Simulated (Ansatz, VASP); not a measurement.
One calculation of Ge, two programs

```
Ge
1.0
     0.02829    2.84291    2.84291
     2.84291    0.02829    2.84291
     2.84291    2.84291    0.02829
Ge
2
Direct
  0.50000 0.50000 0.50000
  0.75000 0.75000 0.75000
```

Change from the starting cell: equal xy, yz and zx shear strains of +1 %.

Alike in both runs: task single point; functional PBE; k mesh 10 × 10 × 10; occupations fermi-dirac, width 0.05 eV; no spin polarisation.

```csv
,VASP,Ansatz
version,VASP 6.6.1,Ansatz 0.2.0
potentials or method,"VASP PAW PBE potentials, release 64 (Ge_d), cutoff 520 eV","all-electron LAPW, scalar-relativistic"
```

|  | VASP | Ansatz | Ansatz less VASP |
| --- | --- | --- | --- |
| pressure (GPa) | 3.6 | 3.7 | +0.05 |
| traceless stress, the component that is largest in VASP (GPa) | -0.84 | -0.84 | +0.001 |
| rms of the force components (eV/Å) | 0.087 | 0.088 | +0.0003 |

Atom by atom the forces differ by 0.000 eV/Å (rms over components). Ansatz ran all-electron here, and VASP with PAW potentials.
